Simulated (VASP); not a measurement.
Input of a VASP 6.6.1 run:

File POSCAR:

```
Mo
1.0
   -1.5764210372      1.5764210372      1.5764210372
    1.5764210372     -1.5764210372      1.5764210372
    1.5764210372      1.5764210372     -1.5764210372
Mo
1
Direct
    0.0000000000      0.0000000000      0.0000000000
```

INCAR.step1

```
PREC = Accurate
ENCUT = 520
ISMEAR = 1
SIGMA = 0.2
LREAL = False
LASPH = True
NELM = 100
NBANDS = 13
GGA = PE
ALGO = Normal
EDIFF = 1E-4
LWAVE = True
LCHARG = False
```

INCAR.step2

```
PREC = Accurate
ENCUT = 520
EDIFF = 1E-6
ISMEAR = 1
SIGMA = 0.2
LREAL = False
LASPH = True
NELM = 100
ALGO = Normal
ISIF = 2
LWAVE = False
LCHARG = True
METAGGA = R2SCAN
LMIXTAU = True
LELF = True
LVHAR = True
NBANDS = 13
ISTART = 1
```

Contents of KPOINTS:

```
regular mesh
0
Gamma
  14 14 14
```

Potentials or basis: VASP PAW PBE potentials, release 64 (Mo_sv).

Command:

```console
$ cat potpaw_PBE.64/Mo_sv/POTCAR > POTCAR
$ cp INCAR.step1 INCAR
$ mpirun -np 1 vasp_std > vasp.out
$ cp INCAR.step2 INCAR
$ mpirun -np 1 vasp_std > vasp.out
```

Estimate the pressure.

1.3 GPa.

What does it give for the band gap on the k mesh?

Zero (band 7 reaches 16.62 eV, above the bottom of band 8 at 11.08 eV).

Caveat: the PAW data sets were made with another functional, which shifts forces and pressure a little.
